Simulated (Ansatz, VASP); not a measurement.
## SiO2: VASP beside Ansatz

File INCAR:

```
SYSTEM = SiO2
PREC = Accurate
ENCUT = 520
EDIFF = 1E-6
ISMEAR = -1
SIGMA = 0.02
LREAL = .FALSE.
LASPH = .TRUE.
NELM = 100
ALGO = Normal
ISIF = 2
LWAVE = .FALSE.
LCHARG = .FALSE.
GGA = PE
IBRION = 2
NSW = 80
EDIFFG = -0.02
```

KPOINTS

```
Automatic mesh
0
G
  5 5 3
  0 0 0
```

POSCAR

```
SiO2
1.0
    4.7460000000      0.0000000000      0.0000000000
    0.0000000000      4.7460000000      0.0000000000
    0.0000000000      0.0000000000      6.4450000000
Si O
4 8
Direct
    0.3237000000      0.3237000000      0.0000000000
    0.1763000000      0.8237000000      0.2500000000
    0.6763000000      0.6763000000      0.5000000000
    0.8237000000      0.1763000000      0.7500000000
    0.2338000000      0.1546000000      0.1992000000
    0.3454000000      0.7338000000      0.4492000000
    0.7662000000      0.8454000000      0.6992000000
    0.6546000000      0.2662000000      0.9492000000
    0.7338000000      0.3454000000      0.5508000000
    0.8454000000      0.7662000000      0.3008000000
    0.2662000000      0.6546000000      0.0508000000
    0.1546000000      0.2338000000      0.8008000000
```

Input for Ansatz:

```yaml
crystal:
  lattice:
    - [4.746, 0.0, 0.0]
    - [0.0, 4.746, 0.0]
    - [0.0, 0.0, 6.445]
  atoms:
    - { symbol: Si, position: [0.3237, 0.3237, 0.0] }
    - { symbol: Si, position: [0.1763, 0.8237, 0.25] }
    - { symbol: Si, position: [0.6763, 0.6763, 0.5] }
    - { symbol: Si, position: [0.8237, 0.1763, 0.75] }
    - { symbol: O, position: [0.2338, 0.1546, 0.1992] }
    - { symbol: O, position: [0.3454, 0.7338, 0.4492] }
    - { symbol: O, position: [0.7662, 0.8454, 0.6992] }
    - { symbol: O, position: [0.6546, 0.2662, 0.9492] }
    - { symbol: O, position: [0.7338, 0.3454, 0.5508] }
    - { symbol: O, position: [0.8454, 0.7662, 0.3008] }
    - { symbol: O, position: [0.2662, 0.6546, 0.0508] }
    - { symbol: O, position: [0.1546, 0.2338, 0.8008] }
kpoints:
  mp_grid: { grid: [5, 5, 3] }
scf:
  occupations: { method: fermi_dirac, width: 0.02 }
hamiltonian:
  xc: pbe
  pseudopotentials: { kind: paw, frozen_core: stored }
output:
  forces: true
  stress: true
  populations: true
  efg: { quadrupole_moments_barn: { O: -0.02558 } }
relax:
  f_tol: 0.02
  max_steps: 60
```

Alike in both runs: task relaxation of the atoms; functional PBE; k mesh 5 × 5 × 3; occupations fermi-dirac, width 0.02 eV; no spin polarisation.

|  | VASP | Ansatz |
| --- | --- | --- |
| version | VASP 6.6.1 | Ansatz 0.2.0 |
| potentials or method | VASP PAW PBE potentials, release 64 (Si, O) | plane-wave PAW, scalar-relativistic |
| plane-wave cutoff (eV) | 520 | 420 |
| valence electrons in the cell | 64 | 64 |

|  | VASP | Ansatz | Ansatz less VASP |
| --- | --- | --- | --- |
| gap on the k mesh at the Fermi level, each at its own relaxed structure (eV) | 5.82 | 5.83 | +0.008 |

Ansatz's warnings: stress scf threshold loose.
